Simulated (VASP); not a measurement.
# P2S (P4_2/nmc) in VASP: further runs, part 2 of 2

VASP 6.6.1.

### Step 4. Single point, PBE

File INCAR:

```
ALGO = Fast
EDIFF = 1E-6
ENCUT = 520
GGA = PE
ISIF = 2
ISMEAR = 0
LASPH = T
LCHARG = F
LREAL = F
LWAVE = F
NBANDS = 25
NELM = 100
PREC = Accurate
SIGMA = 0.1
```

File KPOINTS:

```
k-points
0
Gamma
  4 4 4
```

File POSCAR:

```
P2S
1.0
    3.4516033569      0.0000000000      0.0000000000
    0.0000000000      3.4516033569      0.0000000000
    0.0000000000      0.0000000000      8.6080313401
P S
4 2
Direct
    0.0000000000      0.5000000000      0.2973943929
    0.0000000000      0.5000000000      0.7973943929
    0.5000000000      0.0000000000      0.7026056071
    0.5000000000      0.0000000000      0.2026056071
    0.0000000000      0.0000000000      0.0000000000
    0.5000000000      0.5000000000      0.5000000000
```

Command:

```bash
$ cat potpaw_PBE.64/P/POTCAR potpaw_PBE.64/S/POTCAR > POTCAR
$ mpirun -np 1 vasp_std > vasp.out
```

Wall time 24 s (1 thread of Intel Xeon 6975P-C (Granite Rapids), shared host); peak memory 0.22 GiB.

It converged, with:

```
Free energy            : -26.8026 eV
Pressure               : -0.2 GPa
Band gap on the k mesh : zero (bands 16 and 17 overlap by 1.00 eV)
```

Stress tensor (GPa, compression positive):
```
-0.33  0.00  0.00
 0.00 -0.33  0.00
 0.00  0.00 -0.09
```

Levels at points of the mesh, in eV from the Fermi level:
```csv
k point,band 13,band 14,band 15,band 16,band 17,band 18,band 19,band 20
"(0.00, 0.00, 0.00)",-3.10,-2.70,-0.87,0.17,0.17,0.67,0.86,1.16
"(0.50, 0.00, 0.00)",-0.61,-0.61,-0.51,-0.51,0.85,0.85,1.56,1.56
"(0.50, 0.50, 0.00)",-3.39,-3.39,-2.15,-2.15,-0.66,-0.66,1.77,1.77
"(0.00, 0.00, 0.50)",-1.78,-1.78,-0.85,-0.85,-0.23,-0.23,1.08,1.08
"(0.50, 0.00, 0.50)",-1.72,-1.72,-0.68,-0.68,0.98,0.98,1.11,1.11
"(0.50, 0.50, 0.50)",-4.95,-4.95,-2.63,-2.63,1.59,1.59,1.59,1.59
```

Caveat: the k points lie up to 0.46 Å⁻¹ apart, too coarse for converged energies and pressures of a metal.

### Step 5. Relaxation of cell and atoms, PBE

This run uses another cell than the first one, of 20.51 Å³/atom.

File INCAR:

```
SYSTEM = P2S
PREC = Accurate
ENCUT = 600
EDIFF = 1E-7
ISMEAR = 0
SIGMA = 0.1
LREAL = .False.
LASPH = .True.
NELM = 100
ALGO = Fast
ISIF = 3
LWAVE = .False.
LCHARG = .False.
GGA = PE
IBRION = 2
NSW = 90
EDIFFG = -0.04
```

File KPOINTS:

```
Automatic mesh
0
Gamma
  4 4 4
  0 0 0
```

File POSCAR:

```
P2S
1.0
    4.3932768200      0.0000000000      0.0000000000
    0.0000000000      4.3932768200      0.0000000000
    0.0000000000      0.0000000000      6.3762449500
P S
4 2
Direct
    0.0000000000      0.5000000000      0.3017749200
    0.0000000000      0.5000000000      0.8017749200
    0.5000000000      0.0000000000      0.6982250800
    0.5000000000      0.0000000000      0.1982250800
    0.0000000000      0.0000000000      0.0000000000
    0.5000000000      0.5000000000      0.5000000000
```

Potentials or basis: VASP PAW PBE potentials, release 64 (P, S).

Command:

```bash
$ cat potpaw_PBE.64/P/POTCAR potpaw_PBE.64/S/POTCAR > POTCAR
$ mpirun -np 1 vasp_std > vasp.out
```

OUTCAR:

```text
SYSTEM = P2S
   PREC = Accurate
   ENCUT = 600
   EDIFF = 1E-7
   ISMEAR = 0
   LREAL = .False.
   LASPH = .True.
   NELM = 100
   ISIF = 3
   GGA = PE
   IBRION = 2
   NSW = 90
   EDIFFG = -0.04

 ion  position               nearest neighbor table
   1  0.000  0.500  0.302-   6 2.53   6 2.53
   2  0.000  0.500  0.802-   5 2.53   5 2.53
   3  0.500  0.000  0.698-   6 2.53   6 2.53
   4  0.500  0.000  0.198-   5 2.53   5 2.53
   5  0.000  0.000  0.000-   2 2.53   4 2.53   2 2.53   4 2.53
   6  0.500  0.500  0.500-   1 2.53   3 2.53   3 2.53   1 2.53

  LATTYP: Found a simple tetragonal cell.
 ALAT       =     4.3932768200
 C/A-ratio  =     1.4513642575

  Lattice vectors:

 A1 = (   4.3932768200,   0.0000000000,   0.0000000000)
 A2 = (   0.0000000000,   4.3932768200,   0.0000000000)
 A3 = (   0.0000000000,   0.0000000000,   6.3762449500)

Analysis of symmetry for initial positions (statically):
=====================================================================
 Subroutine PRICEL returns:
 Original cell was already a primitive cell.

 Routine SETGRP: Setting up the symmetry group for a
 simple tetragonal supercell.

 Subroutine GETGRP returns: Found 16 space group operations
 (whereof  8 operations were pure point group operations)
 out of a pool of 16 trial point group operations.

The static configuration has the point symmetry D_2d.
[... 177 lines left out ...]
  external PRESSURE =     -77.7895687 kB  Pullay stress =       0.0000000 kB
[... 101 lines left out ...]
  FREE ENERGIE OF THE ION-ELECTRON SYSTEM (eV)
  ---------------------------------------------------
  free  energy   TOTEN  =       -23.9118133028 eV

  energy  without entropy=      -23.8808241621  energy(sigma->0) =      -23.89631873

 E-fermi :   5.8215     XC(G=0):  -9.9175

 val. band max:        5.7888173894   @ k =   0.0000   0.0000   0.5000
 cond. band min:       5.8472479136   @ k =   0.2500   0.2500   0.0000
 fundamental gap:      0.0584305242
 Fermi energy:         5.8215037553

 k-point     1 :       0.0000    0.0000    0.0000
  band No.  band energies     occupation
      1      -9.3040      2.00000
      2      -8.0305      2.00000
      3      -7.4195      2.00000
      4      -4.3890      2.00000
      5      -2.0674      2.00000
      6       0.0820      2.00000
[... 403 lines left out ...]
     19       7.4501      0.00000
     20       7.4501      0.00000

[... ionic steps 4 to 33 ...]

--------------------------------------- Ionic step       34  -------------------------------------------

 number of electron      31.9999995 magnetization

------------------------ aborting loop because EDIFF is reached ----------------------------------------
[... 75 lines left out ...]
--------------------------------------- Ionic step       36  -------------------------------------------

 number of electron      31.9999996 magnetization

 Free energy of the ion-electron system (eV)
  ---------------------------------------------------
  ext. energy  EPLUGINS =         0.00000000
  ---------------------------------------------------
  free energy    TOTEN  =       -26.80012640 eV

  energy without entropy =      -26.78405781  energy(sigma->0) =      -26.79209210

 E-fermi :   7.5912     XC(G=0): -10.5005

 val. band max:        7.5717250986   @ k =   0.2500   0.0000   0.2500
 cond. band min:       7.6339524733   @ k =   0.2500   0.0000   0.2500
 fundamental gap:      0.0622273748
 Fermi energy:         7.5912474993

 k-point     1 :       0.0000    0.0000    0.0000
  band No.  band energies     occupation
      1      -8.8294      2.00000
      2      -7.4168      2.00000
      3      -6.8303      2.00000
      4      -3.1698      2.00000
      5      -1.2632      2.00000
      6       2.6079      2.00000
[... 436 lines left out ...]
  FREE ENERGIE OF THE ION-ELECTRON SYSTEM (eV)
  ---------------------------------------------------
  free  energy   TOTEN  =       -26.8001263959 eV

  energy  without entropy=      -26.7840578091  energy(sigma->0) =      -26.79209210

 reached required accuracy - stopping structural energy minimisation
```

OSZICAR:

```text
N       E                     dE             d eps       ncg     rms          rms(c)
DAV:   1     0.143173046870E+03    0.14317E+03   -0.14334E+04   720   0.151E+03
DAV:   2    -0.112151474102E+02   -0.15439E+03   -0.14842E+03   984   0.215E+02
DAV:   3    -0.227836915345E+02   -0.11569E+02   -0.11010E+02   896   0.569E+01
[... 459 lines left out ...]
RMM:   4    -0.268001220259E+02   -0.72248E-05   -0.19961E-04   780   0.816E-02    0.175E-02
RMM:   5    -0.268001245768E+02   -0.25509E-05   -0.36976E-05   783   0.377E-02    0.125E-02
RMM:   6    -0.268001259478E+02   -0.13710E-05   -0.10033E-05   857   0.171E-02    0.701E-03
RMM:   7    -0.268001264164E+02   -0.46861E-06   -0.12183E-06   617   0.620E-03    0.208E-03
RMM:   8    -0.268001263959E+02    0.20560E-07   -0.38076E-07   508   0.293E-03
  36 F= -.26800126E+02 E0= -.26792092E+02  d E =-.140553E-02
```

CONTCAR:

```text
P2S
   1.00000000000000
     3.4414632307221491    0.0000000000000000    0.0000000000000000
    -0.0000000000000000    3.4414632307221491   -0.0000000000000000
     0.0000000000000000    0.0000000000000000    8.6353582528316455
  P               S
     4     2
Direct
     1.0000000000000000    0.5000000000000000    0.2973329711280264
     1.0000000000000000    0.5000000000000000    0.7973329711280264
     0.5000000000000000    1.0000000000000000    0.7026670288719736
     0.5000000000000000    0.0000000000000000    0.2026670288719735
     0.0000000000000000    0.0000000000000000    1.0000000000000000
     0.5000000000000000    0.5000000000000000    0.5000000000000000

  0.00000000E+00  0.00000000E+00  0.00000000E+00
  0.00000000E+00  0.00000000E+00  0.00000000E+00
  0.00000000E+00  0.00000000E+00  0.00000000E+00
  0.00000000E+00  0.00000000E+00  0.00000000E+00
  0.00000000E+00  0.00000000E+00  0.00000000E+00
  0.00000000E+00  0.00000000E+00  0.00000000E+00
```

Wall time 10 min (1 thread of Intel Xeon 6975P-C (Granite Rapids), shared host); peak memory 0.3 GiB.

Results:

| Item | Value |
| --- | --- |
| Free energy | -26.8001 eV |
| Relaxed volume | 17.05 Å³/atom |
| Relaxed cell | a = 3.441 Å, b = 3.441 Å, c = 8.635 Å, α = 90.00°, β = 90.00°, γ = 90.00° |
| Space group after relaxing (to 0.1 Å) | P4_2/nmc (No. 137) |
| Energy gained by relaxing | 569.1 meV/atom |
| Ionic steps | 36 |
| Pressure after relaxing | 0.0 GPa |
| Largest force after relaxing | 0.007 eV/Å |
| Band gap on the k mesh | zero (bands 16 and 17 overlap by 1.01 eV) |

Forces in eV/Å, atoms in the order of the input:
```
P    0.000  0.000  0.007
P    0.000  0.000  0.007
P    0.000  0.000 -0.007
P    0.000  0.000 -0.007
S    0.000  0.000  0.000
S    0.000  0.000  0.000
```

Step by step:
| step | energy change (eV) | largest force (eV/Å) | pressure (GPa) | volume (Å³) |
| --- | --- | --- | --- | --- |
| 1 | 0.0000 | 0.4523 | -7.78 | 123.07 |
| 2 | -0.5239 | 0.3303 | -0.35 | 106.16 |
| 3 | -0.5263 | 0.3166 | 0.32 | 105.10 |
| 4 | -0.5475 | 0.2958 | 0.38 | 105.31 |
| 5 | -0.6029 | 0.1962 | 0.47 | 105.94 |
| 6 | -0.6597 | 0.0076 | 0.99 | 107.19 |
| 7 | -0.6609 | 0.1155 | 1.36 | 107.72 |
| 8 | -0.6667 | 0.1423 | -0.64 | 111.83 |
| 9 | -0.6701 | 0.1331 | 0.10 | 110.23 |
| 10 | -0.6868 | 0.1800 | -0.13 | 110.62 |
| 11 | -0.7949 | 0.3044 | -0.66 | 111.72 |
| 12 | -1.1709 | 0.3298 | -2.17 | 113.68 |
| 13 | -2.0931 | 0.1645 | -5.17 | 116.73 |
| 14 | -2.7458 | 0.3863 | -9.49 | 119.51 |
| 15 | -2.6977 | 0.3191 | -8.90 | 119.03 |
| 16 | -2.7352 | 0.3593 | -9.15 | 119.20 |
| 17 | -2.7359 | 0.3600 | -9.16 | 119.22 |
| 18 | -2.7376 | 0.3617 | -9.19 | 119.26 |
| 19 | -2.7405 | 0.3641 | -9.24 | 119.34 |
| 20 | -2.7440 | 0.3652 | -9.34 | 119.49 |
| 21 | -2.7478 | 0.3645 | -9.32 | 119.43 |
| 22 | -2.7589 | 0.3627 | -9.26 | 119.26 |
| 23 | -2.7809 | 0.3591 | -9.14 | 118.90 |
| 24 | -2.8241 | 0.3516 | -8.90 | 118.20 |
| 25 | -2.9064 | 0.3366 | -8.39 | 116.80 |
| 26 | -3.0545 | 0.3053 | -7.28 | 114.04 |
| 27 | -3.2777 | 0.2400 | -4.60 | 108.64 |
| 28 | -3.3699 | 0.1181 | 2.86 | 98.32 |
| 29 | -3.3980 | 0.1580 | -0.04 | 101.75 |
| 30 | -3.3981 | 0.1541 | 0.23 | 101.42 |
| 31 | -3.3992 | 0.1504 | 0.22 | 101.45 |
| 32 | -3.4022 | 0.1400 | 0.18 | 101.56 |
| 33 | -3.4071 | 0.1179 | 0.10 | 101.78 |
| 34 | -3.4126 | 0.0663 | -0.04 | 102.21 |
| 35 | -3.4132 | 0.0376 | -0.11 | 102.41 |
| 36 | -3.4146 | 0.0074 | 0.01 | 102.27 |

Final structure:
```
CELL_PARAMETERS angstrom
3.44146 0.00000 0.00000
0.00000 3.44146 0.00000
0.00000 0.00000 8.63536
ATOMIC_POSITIONS crystal
P 0.00000 0.50000 0.29733
P 0.00000 0.50000 0.79733
P 0.50000 0.00000 0.70267
P 0.50000 0.00000 0.20267
S 0.00000 0.00000 0.00000
S 0.50000 0.50000 0.50000
```

Caveat: the volume moved by over 15 % at a fixed basis, so the end points are rough.

### Step 6. Summary

| task | cell | k mesh | cutoff (eV) | gap on the mesh (eV) | pressure (GPa) | relaxed volume (Å³/atom) | largest force (eV/Å) |
| --- | --- | --- | --- | --- | --- | --- | --- |
| relaxation of cell and atoms | relaxed from a = 3.452, b = 3.452, c = 8.608 Å, 6 atoms, atomic positions A | 6 × 6 × 2 | 600 | none | -0.1 | 16.94 | 0.01 |
| single point | a = 4.393, b = 4.393, c = 6.376 Å, 6 atoms, atomic positions B | 4 × 4 × 4 | 520 | none | -7.8 | - | 0.45 |
| single point | a = 3.452, b = 3.452, c = 8.608 Å, 6 atoms, atomic positions A | 4 × 4 × 4 | 520 | none | -0.2 | - | - |
| relaxation of cell and atoms | relaxed from a = 4.393, b = 4.393, c = 6.376 Å, 6 atoms, atomic positions B | 4 × 4 × 4 | 600 | none | 0.0 | 17.05 | 0.01 |

Alike in all rows: level PBE; potentials or basis VASP PAW PBE potentials, release 64 (P, S); no spin polarisation; smearing gaussian 0.1 eV.

Caveats: some runs use coarse meshes; the cell stands under tension (at least some runs); the volume moved by over 15 % at a fixed basis, so the end points are rough (at least some runs).

Absolute energies hang on the potentials; compare differences alone.
